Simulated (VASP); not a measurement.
A run of VASP 6.6.1:

File INCAR:

```
PREC = Accurate
ENCUT = 520
EDIFF = 1E-7
ISMEAR = 0
SIGMA = 0.15
LREAL = F
LASPH = T
NELM = 100
ALGO = Normal
ISIF = 2
LWAVE = F
LCHARG = T
GGA = PS
LELF = T
LVHAR = T
NBANDS = 16
```

The input KPOINTS:

```
Automatic mesh
0
Gamma
  18 18 16
```

Contents of POSCAR:

```
TiO
1.0
    2.4818522183      0.0000000000      0.0000000000
   -1.2409261092      2.1493470695      0.0000000000
    0.0000000000      0.0000000000      2.7937580351
Ti O
1 1
Direct
    0.6666666667      0.3333333333      0.0000000000
    0.0000000000      0.0000000000      0.5000000000
```

Potentials or basis: VASP PAW PBE potentials, release 64 (Ti_sv, O).

Launch:

```bash
$ cat potpaw_PBE.64/Ti_sv/POTCAR potpaw_PBE.64/O/POTCAR > POTCAR
$ mpirun -np 1 vasp_std > vasp.out
```

Hardware: 1 thread of AMD EPYC 7R43 64-Core Processor (Zen 3), on a shared host.

Problem. Estimate the wall time of this run.

Solution. Wall time 71 s on 1 thread of AMD EPYC 7R43 64-Core Processor (Zen 3) (shared host), peak memory 0.15 GiB. Counts: scf iterations 14, k points 333.
